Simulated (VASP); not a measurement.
A run of VASP 6.6.1 is set up as follows.

Contents of INCAR:

```
PREC = Accurate ; ENCUT = 520
EDIFF = 1E-6 ; ISMEAR = 0
SIGMA = 0.01 ; LREAL = F
LASPH = T ; NELM = 100
ALGO = Normal ; ISIF = 2
LWAVE = F ; LCHARG = T
GGA = PE ; LELF = T
LVHAR = T ; NBANDS = 23
```

Contents of KPOINTS:

```
regular mesh
0
Gamma
  8 8 8
```

Contents of POSCAR:

```
CaB6
1.0
    4.1889888868      0.0000000000      0.0000000000
    0.0000000000      4.1889888868      0.0000000000
    0.0000000000      0.0000000000      4.1889888868
Ca B
1 6
Direct
    0.0000000000      0.0000000000      0.0000000000
    0.2023600585      0.5000000000      0.5000000000
    0.5000000000      0.2023600585      0.5000000000
    0.7976399415      0.5000000000      0.5000000000
    0.5000000000      0.7976399415      0.5000000000
    0.5000000000      0.5000000000      0.2023600585
    0.5000000000      0.5000000000      0.7976399415
```

Potentials or basis: VASP PAW PBE potentials, release 64 (Ca_sv, B).

Launch:

```sh
$ cat potpaw_PBE.64/Ca_sv/POTCAR potpaw_PBE.64/B/POTCAR > POTCAR
$ mpirun -np 1 vasp_std > vasp.out
```

(1) What does it give for the pressure?

(2) Estimate the largest force.

## Answers

(1) -4.1 GPa.

(2) 0.014 eV/Å.

Caveat: the cell stands under tension.
